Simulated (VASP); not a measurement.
# MgS (I4/mmm) in VASP: a series of runs

MgS is run at these levels: LDA; tasks: single point.

Program: VASP 6.6.1. These are calculated values, not measurements. Logs are shortened: lines on timing, memory, paths and dates and some standing lists are left out, and cuts for length are marked.

**1. The cell of the first run**

It takes space group I4/mmm (No. 139, tetragonal). Conventional cell: a = 3.699 Å, b = 3.699 Å, c = 5.067 Å, α = 90.00°, β = 90.00°, γ = 90.00°. Within 3.3 Å of Mg (site symmetry 4/mmm) lie 6 S at 2.53 to 2.62 Å. S (site symmetry 4/mmm) has 6 Mg at 2.53 to 2.62 Å within 3.3 Å.

**2. Single point, LDA (in-plane strain +0.02)**

Contents of INCAR:

```
SYSTEM = MgS
ALGO     = Normal         ! electronic algorithm
EDIFF    = 1E-6           ! SCF threshold, eV
ENCUT    = 520            ! plane-wave cutoff, eV
GGA      = CA             ! functional
ISIF     = 2              ! what is computed and relaxed
ISMEAR   = 0              ! smearing method
LASPH    = .TRUE.         ! aspherical terms in the spheres
LCHARG   = .TRUE.         ! write CHGCAR
LELF     = .TRUE.         ! ELF
LREAL    = .FALSE.        ! projectors in reciprocal space
LVHAR    = .TRUE.       
LWAVE    = .FALSE.        ! write WAVECAR
NBANDS   = 11             ! bands
NELM     = 60             ! most SCF steps
PREC     = Accurate       ! precision mode
SIGMA    = 0.01           ! smearing width, eV
```

Contents of KPOINTS:

```
k-points
0
G
  8 8 8
  0 0 0
```

Contents of POSCAR:

```
MgS
1.0
    2.6154660788      2.6154660788      0.0000000000
   -2.6154660788      2.6154660788      0.0000000000
    0.0000000000      2.6154660788      2.5334122410
Mg S
1 1
Direct
    0.0000000000      0.0000000000      0.0000000000
    0.5000000000      0.5000000000      0.0000000000
```

Potentials or basis: VASP PAW LDA potentials, release 64 (Mg, S).

Command:

```console
$ cat potpaw_LDA.64/Mg/POTCAR potpaw_LDA.64/S/POTCAR > POTCAR
$ mpirun -np 1 vasp_std > vasp.out
```

OUTCAR:

```text
SYSTEM = MgS
   EDIFF = 1E-6
   ENCUT = 520
   GGA = CA
   ISIF = 2
   ISMEAR = 0
   LASPH = .TRUE.
   LREAL = .FALSE.
   NELM = 60
   PREC = Accurate

 ion  position               nearest neighbor table
   1  0.000  0.000  0.000-   2 2.53   2 2.53   2 2.62   2 2.62   2 2.62   2 2.62
   2  0.500  0.500  0.000-   1 2.53   1 2.53   1 2.62   1 2.62   1 2.62   1 2.62

  LATTYP: Found a body centered tetragonal cell.
 ALAT       =     3.6988276006
 C/A-ratio  =     1.3698460780

  Lattice vectors:

 A1 = (   2.6154660788,   0.0000000000,  -2.5334122410)
 A2 = (  -2.6154660788,   0.0000000000,  -2.5334122410)
 A3 = (   0.0000000000,   2.6154660788,   2.5334122410)

Analysis of symmetry for initial positions (statically):
=====================================================================
 Subroutine PRICEL returns:
 Original cell was already a primitive cell.

 Routine SETGRP: Setting up the symmetry group for a
 body centered tetragonal supercell.

 Subroutine GETGRP returns: Found 16 space group operations
 (whereof 16 operations were pure point group operations)
 out of a pool of 16 trial point group operations.

The static configuration has the point symmetry D_4h.

Analysis of symmetry for dynamics (positions and initial velocities):
=====================================================================
 Subroutine PRICEL returns:
 Original cell was already a primitive cell.

 Routine SETGRP: Setting up the symmetry group for a
 body centered tetragonal supercell.

 Subroutine GETGRP returns: Found 16 space group operations
 (whereof 16 operations were pure point group operations)
 out of a pool of 16 trial point group operations.

The dynamic configuration has the point symmetry D_4h.

 Subroutine INISYM returns: Found 16 space group operations
 (whereof 16 operations are pure point group operations),
 and found     1 'primitive' translations

----------------------------------------------------------------------------------------

                                     Primitive cell

  volume of cell :      34.6604

  direct lattice vectors                    reciprocal lattice vectors
     2.615466079  2.615466079  0.000000000     0.191170516  0.191170516 -0.197362274
    -2.615466079  2.615466079  0.000000000    -0.191170516  0.191170516 -0.197362274
     0.000000000  2.615466079  2.533412241     0.000000000  0.000000000  0.394724547

  length of vectors
     3.698827601  3.698827601  3.641269063     0.334730040  0.334730040  0.394724547

  position of ions in fractional coordinates (direct lattice)
     0.000000000  0.000000000  0.000000000
     0.500000000  0.500000000  0.000000000

  ion indices of the primitive-cell ions
   primitive index   ion index
                 1           1
                 2           2

----------------------------------------------------------------------------------------

 KPOINTS: k-points

Automatic generation of k-mesh.
 Grid dimensions read from file:
 generate k-points for:    8    8    8

 Generating k-lattice:

  Cartesian coordinates                     Fractional coordinates (reciprocal lattice)
     0.023896315  0.023896315 -0.024670284     0.125000000  0.000000000  0.000000000
    -0.023896315  0.023896315 -0.024670284     0.000000000  0.125000000  0.000000000
     0.000000000  0.000000000  0.049340568     0.000000000  0.000000000  0.125000000

  Length of vectors
     0.041841255  0.041841255  0.049340568

  Shift w.r.t. Gamma in fractional coordinates (k-lattice)
     0.000000000  0.000000000  0.000000000

 Subroutine IBZKPT returns following result:
 ===========================================

 Found     59 irreducible k-points:

 Following reciprocal coordinates:
            Coordinates               Weight
  0.000000  0.000000  0.000000      1.000000
  0.125000  0.000000 -0.000000      8.000000
  0.250000  0.000000 -0.000000      8.000000
  0.375000  0.000000 -0.000000      8.000000
  0.500000  0.000000 -0.000000      4.000000
  0.125000  0.125000 -0.000000      8.000000
[... 16 lines left out ...]
  0.250000  0.000000  0.125000      4.000000
  0.375000  0.000000  0.125000      8.000000
 [... further k-points ...]
   k-points           NKPTS =     59   k-points in BZ     NKDIM =     59   number of bands    NBANDS=     11
   number of dos      NEDOS =    301   number of ions     NIONS =      2
   total plane-waves  NPLWV =  21952
   dimension x,y,z NGX =    28 NGY =   28 NGZ =   28
   dimension x,y,z NGXF=    56 NGYF=   56 NGZF=   56
   ions per type =               1   1
   NGX,Y,Z   is equivalent  to a cutoff of  12.58, 12.58, 12.78 a.u.
   NGXF,Y,Z  is equivalent  to a cutoff of  25.17, 25.17, 25.57 a.u.
 SYSTEM =  MgS
   PREC   = accura    normal or accurate (medium, high low for compatibility)
   ISTART =      0    job   : 0-new  1-cont  2-samecut
   ICHARG =      2    charge: 1-file 2-atom 10-const
   ISPIN  =      1    spin polarized calculation?
   LNONCOLLINEAR =      F non collinear calculations
   LSORBIT =      F    spin-orbit coupling
   LASPH  =      T    aspherical Exc in radial PAW
   ENCUT  =  520.0 eV  38.22 Ry    6.18 a.u.   6.88  6.88  6.77*2*pi/ulx,y,z
   NELM   =     60;   NELMIN=  2; NELMDL= -5     # of ELM steps
   EDIFF  = 0.1E-05   stopping-criterion for ELM
   LREAL  =      F    real-space projection
   EDIFFG = 0.1E-04   stopping-criterion for IOM
   NSW    =      0    number of steps for IOM
   IBRION =     -1    ionic relax: 0-MD 1-quasi-New 2-CG
   NFREE  =      0    steps in history (QN), initial steepest desc. (CG)
   ISIF   =      2    stress and relaxation
   ISYM   =      2    0-nonsym 1-usesym 2-fastsym
   POTIM  = 0.5000    time-step for ionic-motion
   TEBEG  =    0.0;   TEEND  =   0.0 temperature during run
   PSTRESS=    0.0 pullay stress
   NELECT =       8.0000    total number of electrons
   NUPDOWN=      -1.0000    fix difference up-down
   EMIN   =  10.00;   EMAX   =-10.00  energy-range for DOS
   EFERMI =   0.00;   METHOD = LEGACY
   ISMEAR =     0;   SIGMA  =   0.01  broadening in eV -4-tet -1-fermi 0-gaus
   EFERMI_NEDOS =   21; number of points for ismear=-14 and -15
   IALGO  =     38    algorithm
   IMIX   =      4    mixing-type and parameters
     AMIX     =   0.40;   BMIX     =  1.00
     AMIX_MAG =   1.60;   BMIX_MAG =  1.00
  volume/ion in A,a.u.               =      17.33       116.95
  Fermi-wavevector in a.u.,A,eV,Ry     =   1.004215  1.897692 13.720772  1.008448
  Thomas-Fermi vector in A             =   2.136817
   LORBIT       =      0    0 simple, 1 ext, 2 COOP (PROOUT), +10 PAW based schemes
   GGA     = CA    functional components
   LHFCALC =     F    Hartree Fock is set to
   AEXX    =    0.0000 exact exchange contribution
   IVDW    =     0    specifies the selected vdW correction
   LEPSILON=     F    determine dielectric tensor
   LRPA    =     F    only Hartree local field effects (RPA)
 non-spin polarized calculation
 Gauss-broadening in eV      SIGMA  =   0.01
  energy-cutoff  :      520.00
  volume of cell :       34.66
 maximum number of plane-waves:       954
   NGX = 13   NGY = 13   NGZ = 13

 number of electron       7.9999999 magnetization

 Free energy of the ion-electron system (eV)
  ---------------------------------------------------
  ext. energy  EPLUGINS =         0.00000000
  ---------------------------------------------------
  free energy    TOTEN  =        -9.57473467 eV

  energy without entropy =       -9.57473467  energy(sigma->0) =       -9.57473467

 E-fermi :   3.9103     XC(G=0): -10.0525

 val. band max:        3.7729112983   @ k =   0.0000   0.0000   0.0000
 cond. band min:       6.2162933586   @ k =   0.0000   0.0000   0.5000
 fundamental gap:      2.4433820603
 Fermi energy:         3.9103188062

 k-point     1 :       0.0000    0.0000    0.0000
  band No.  band energies     occupation
      1      -9.0103      2.00000
      2       3.6225      2.00000
      3       3.7729      2.00000
      4       3.7729      2.00000
      5       7.3423      0.00000
      6      11.4474      0.00000
      7      11.4474      0.00000
      8      11.7797      0.00000
      9      13.7833      0.00000
     10      14.2222      0.00000
     11      16.1259      0.00000

 k-point     2 :       0.1250    0.0000   -0.0000
  band No.  band energies     occupation
      1      -8.8530      2.00000
      2       2.6296      2.00000
      3       3.5902      2.00000
      4       3.6495      2.00000
      5       8.1539      0.00000
      6      11.2318      0.00000
      7      11.6793      0.00000
      8      11.9414      0.00000
      9      13.1779      0.00000
     10      13.4980      0.00000
     11      16.2374      0.00000

 k-point     3 :       0.2500    0.0000   -0.0000
  band No.  band energies     occupation
      1      -8.4256      2.00000
      2       0.8224      2.00000
      3       3.3837      2.00000
      4       3.3924      2.00000
      5       8.5562      0.00000
      6      11.2232      0.00000
      7      11.5993      0.00000
      8      11.9699      0.00000
      9      13.9116      0.00000
     10      13.9404      0.00000
     11      15.4683      0.00000

 k-point     4 :       0.3750    0.0000   -0.0000
  band No.  band energies     occupation
      1      -7.8988      2.00000
      2      -0.6679      2.00000
      3       3.1526      2.00000
      4       3.2200      2.00000
      5       8.2566      0.00000
      6      10.5579      0.00000
      7      10.9366      0.00000
      8      13.4315      0.00000
      9      15.1508      0.00000
     10      15.8839      0.00000
     11      15.9815      0.00000
[... 239 lines left out ...]
 k-point    22 :       0.0000    0.0000    0.1250
  band No.  band energies     occupation
      1      -8.7904      2.00000
      2       2.5900      2.00000
      3       3.3987      2.00000
      4       3.3987      2.00000
      5       8.5127      0.00000
      6      10.6812      0.00000
      7      12.1399      0.00000
      8      12.1399      0.00000
      9      12.4296      0.00000
     10      14.0713      0.00000
     11      17.0427      0.00000

 k-point    23 :       0.2500    0.0000    0.1250
  band No.  band energies     occupation
      1      -8.6153      2.00000
      2       1.8177      2.00000
      3       2.8874      2.00000
      4       3.6265      2.00000
      5       9.0489      0.00000
      6      10.8452      0.00000
      7      11.7264      0.00000
      8      11.9415      0.00000
      9      12.0957      0.00000
     10      14.4934      0.00000
     11      17.7191      0.00000

 k-point    24 :       0.3750    0.0000    0.1250
  band No.  band energies     occupation
      1      -8.1523      2.00000
      2       0.3793      2.00000
      3       2.4425      2.00000
      4       3.3550      2.00000
      5       9.2823      0.00000
      6      10.7459      0.00000
      7      11.1275      0.00000
      8      11.8331      0.00000
      9      13.4523      0.00000
     10      16.4175      0.00000
     11      16.8425      0.00000

 [... further k-points ...]
[... 5 lines left out ...]
  --------------------------------------------------------------------------------------
  -------------------------------------------------------------------------------------
  Total       -0.8015345     -0.8015345     -0.0454234      0.0000000      0.0000000     -0.0000000
  in kB      -37.0508998    -37.0508998     -2.0996958      0.0000000      0.0000000     -0.0000000
  external PRESSURE =     -25.4004985 kB  Pullay stress =       0.0000000 kB

 VOLUME and BASIS-vectors are now :
 -----------------------------------------------------------------------------
  energy-cutoff  :      520.00
  volume of cell :       34.66
      direct lattice vectors                 reciprocal lattice vectors
     2.615466079  2.615466079  0.000000000     0.191170516  0.191170516 -0.197362274
    -2.615466079  2.615466079  0.000000000    -0.191170516  0.191170516 -0.197362274
     0.000000000  2.615466079  2.533412241     0.000000000  0.000000000  0.394724547

 POSITION                                       TOTAL-FORCE (eV/Angst)
 -----------------------------------------------------------------------------------
      0.00000      0.00000      0.00000        -0.000000      0.000000      0.000000
      0.00000      2.61547      0.00000         0.000000     -0.000000      0.000000
 -----------------------------------------------------------------------------------
    total drift:                               -0.000000      0.000000     -0.000000

  FREE ENERGIE OF THE ION-ELECTRON SYSTEM (eV)
  ---------------------------------------------------
  free  energy   TOTEN  =        -9.5747346666 eV

  energy  without entropy=       -9.5747346666  energy(sigma->0) =       -9.57473467
```

Wall time 11 s (1 thread of Intel Xeon Platinum 8488C (Sapphire Rapids), shared host); peak memory 0.15 GiB.

Results:

- Free energy: -9.5747 eV
- Pressure: -2.5 GPa
- Band gap on the k mesh: 2.44 eV, indirect (least direct gap 3.57 eV)

Caveat: the cell differs from its parent crystal (in-plane strain +0.02).

**3. Single point, LDA (film at in-plane strain +0.02)**

Contents of INCAR:

```
SYSTEM = MgS
PREC = Accurate ; ENCUT = 520
EDIFF = 1E-6 ; ISMEAR = 0
SIGMA = 0.01 ; LREAL = .FALSE.
LASPH = .TRUE. ; NELM = 80
ALGO = Normal ; ISIF = 2
LWAVE = .FALSE. ; LCHARG = .FALSE.
NBANDS = 11
```

Contents of KPOINTS:

```
regular mesh
0
G
  8 8 8
  0 0 0
```

Edit POSCAR of step 2 so:

```diff
@@ -4,3 +4,3 @@
    -2.6154660788      2.6154660788      0.0000000000
-    0.0000000000      2.6154660788      2.5334122410
+    0.0000000000      2.6154660788      2.5387579256
 Mg S
```

Potentials or basis: VASP PAW LDA potentials, release 64 (Mg, S).

Command:

```console
$ cat potpaw_LDA.64/Mg/POTCAR potpaw_LDA.64/S/POTCAR > POTCAR
$ mpirun -np 1 vasp_std > vasp.out
```

It took 10 s on 1 thread of Intel Xeon Platinum 8488C (Sapphire Rapids), shared host; peak memory 0.15 GiB.

It converged, with:

| Property | Result |
| --- | --- |
| Free energy | -9.5746 eV |
| Pressure | -2.7 GPa |
| Band gap on the k mesh | 2.45 eV, indirect (least direct gap 3.56 eV) |

Stress tensor (GPa, compression positive):
```
-3.79  0.00  0.00
 0.00 -3.79  0.00
 0.00  0.00 -0.58
```

Levels at points of the mesh, in eV from the valence-band top:
```tsv
k point	band 1	band 2	band 3	band 4	band 5	band 6	band 7	band 8
(0.00, 0.00, 0.00)	-12.77	-0.14	0.00	0.00	3.56	7.69	7.69	8.00
(0.50, 0.00, 0.00)	-11.40	-5.03	-0.70	-0.62	4.34	6.55	6.90	9.95
(0.50, 0.50, 0.00)	-11.05	-4.38	-1.87	-1.61	2.60	4.21	11.77	12.70
(0.00, 0.00, 0.50)	-10.93	-4.34	-1.88	-1.88	2.45	4.09	12.09	12.81
```

Caveat: the cell differs from its parent crystal (film at in-plane strain +0.02). A k mesh can miss the band edges.
